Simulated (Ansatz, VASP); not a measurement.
# One calculation of HPt6, two programs

Contents of INCAR:

```
SYSTEM = HPt6
PREC     = Accurate       ! precision mode
ENCUT    = 520            ! plane-wave cutoff, eV
EDIFF    = 1E-6           ! SCF threshold, eV
ISMEAR   = 0              ! smearing method
SIGMA    = 0.1            ! smearing width, eV
LREAL    = .FALSE.        ! projectors in reciprocal space
LASPH    = .TRUE.         ! aspherical terms in the spheres
NELM     = 60             ! most SCF steps
ALGO     = Normal         ! electronic algorithm
ISIF     = 2              ! what is computed and relaxed
LWAVE    = .FALSE.        ! write WAVECAR
LCHARG   = .FALSE.        ! write CHGCAR
LDIPOL   = .TRUE.       
IDIPOL   = 3            
DIPOL    = 0.5 0.5 0.293
GGA      = PE             ! functional
NBANDS   = 74             ! bands
```

The input KPOINTS:

```
regular mesh
0
G
  5 5 1
  0 0 0
```

The input POSCAR:

```
HPt6
1.0
    5.6143281343      0.0000000000      0.0000000000
    0.0000000000      5.6143281343      0.0000000000
    0.0000000000      0.0000000000     21.8513792319
Pt H
12 2
Direct
    0.2500000000      0.2500000000      0.1830548066
    0.2500000000      0.7500000000      0.1830548066
    0.7500000000      0.2500000000      0.1830548066
    0.7500000000      0.7500000000      0.1830548066
    0.0000000000      0.0000000000      0.2712126041
    0.0000000000      0.5000000000      0.2712126041
    0.5000000000      0.0000000000      0.2712126041
    0.5000000000      0.5000000000      0.2712126041
    0.2500000000      0.2500000000      0.3593081768
    0.2500000000      0.7500000000      0.3593081768
    0.7500000000      0.2500000000      0.3593081768
    0.7500000000      0.7500000000      0.3593081768
   -0.0667933885      0.0000000000      0.4238349961
    0.0667933885      0.0000000000      0.4238349961
```

Input for Ansatz:

```yaml
crystal:
  lattice:
    - [5.6143281343, 0.0, 0.0]
    - [0.0, 5.6143281343, 0.0]
    - [0.0, 0.0, 21.8513792319]
  atoms:
    - { symbol: Pt, position: [0.25, 0.25, 0.1830548066] }
    - { symbol: Pt, position: [0.25, 0.75, 0.1830548066] }
    - { symbol: Pt, position: [0.75, 0.25, 0.1830548066] }
    - { symbol: Pt, position: [0.75, 0.75, 0.1830548066] }
    - { symbol: Pt, position: [0.0, 0.0, 0.2712126041] }
    - { symbol: Pt, position: [0.0, 0.5, 0.2712126041] }
    - { symbol: Pt, position: [0.5, 0.0, 0.2712126041] }
    - { symbol: Pt, position: [0.5, 0.5, 0.2712126041] }
    - { symbol: Pt, position: [0.25, 0.25, 0.3593081768] }
    - { symbol: Pt, position: [0.25, 0.75, 0.3593081768] }
    - { symbol: Pt, position: [0.75, 0.25, 0.3593081768] }
    - { symbol: Pt, position: [0.75, 0.75, 0.3593081768] }
    - { symbol: H, position: [-0.0667933885, 0.0, 0.4238349961] }
    - { symbol: H, position: [0.0667933885, 0.0, 0.4238349961] }
basis:
  ecutwfc: 420
kpoints:
  mp_grid: { grid: [5, 5, 1] }
hamiltonian:
  xc: pbe
  pseudopotentials: { kind: paw, azcp: { folder: soft_1 } }
scf:
  occupations: { method: gaussian, width: 0.1 }
output:
  forces: true
  eigenvalues: true
efield:
  axis: 3
  dipole_correction: true
  ramp_width: 0.04
```

Alike in both runs: task single point; functional PBE; k mesh 5 × 5 × 1; occupations gaussian, width 0.1 eV; no spin polarisation.

```csv
,VASP,Ansatz
version,VASP 6.6.1,Ansatz 0.2.0
potentials or method,"VASP PAW PBE potentials, release 64 (Pt, H), cutoff 520 eV","scalar-relativistic, plane waves, PAW"
valence electrons in the cell,122,218
```

|  | VASP | Ansatz | Ansatz less VASP |
| --- | --- | --- | --- |
| gap on the k mesh at the Fermi level (eV) | none | none | - |
| rms of the force components (eV/Å) | 0.561 | 0.566 | +0.0050 |

Atom by atom the forces differ by 0.009 eV/Å (rms over components). A gap of «none» marks a metal or a gap that the smearing closes. VASP's potentials hold 122 valence electrons a cell and Ansatz's 218, so a difference there can come from the potentials and not from the codes.

Neither program's run includes spin-orbit coupling.
